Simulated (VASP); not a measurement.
Input of a VASP 6.6.1 run:

The input INCAR:

```
SYSTEM = TiH
PREC     = Accurate       ! precision mode
ENCUT    = 520            ! plane-wave cutoff, eV
EDIFF    = 1E-7           ! SCF threshold, eV
ISMEAR   = 0              ! smearing method
SIGMA    = 0.1            ! smearing width, eV
LREAL    = .FALSE.        ! projectors in reciprocal space
LASPH    = .TRUE.         ! aspherical terms in the spheres
NELM     = 60             ! most SCF steps
ALGO     = Normal         ! electronic algorithm
ISIF     = 2              ! what is computed and relaxed
LWAVE    = .FALSE.        ! write WAVECAR
LCHARG   = .TRUE.         ! write CHGCAR
GGA      = CA             ! functional
LELF     = .TRUE.         ! ELF
LVHAR    = .TRUE.       
NBANDS   = 14             ! bands
```

KPOINTS

```
Automatic mesh
0
G
  9 9 9
  0 0 0
```

The input POSCAR:

```
TiH
1.0
    0.0000000000      2.1373613784      2.1373613784
    2.1373613784      0.0000000000      2.1373613784
    2.1373613784      2.1373613784      0.0000000000
Ti H
1 1
Direct
    0.0000000000      0.0000000000      0.0000000000
    0.5000000000      0.5000000000      0.5000000000
```

Potentials or basis: VASP PAW LDA potentials, release 64 (Ti_sv, H).

Run with:

```bash
$ cat potpaw_LDA.64/Ti_sv/POTCAR potpaw_LDA.64/H/POTCAR > POTCAR
$ mpirun -np 1 vasp_std > vasp.out
```

(1) Predict the pressure.

Answers

(1) -15.6 GPa.
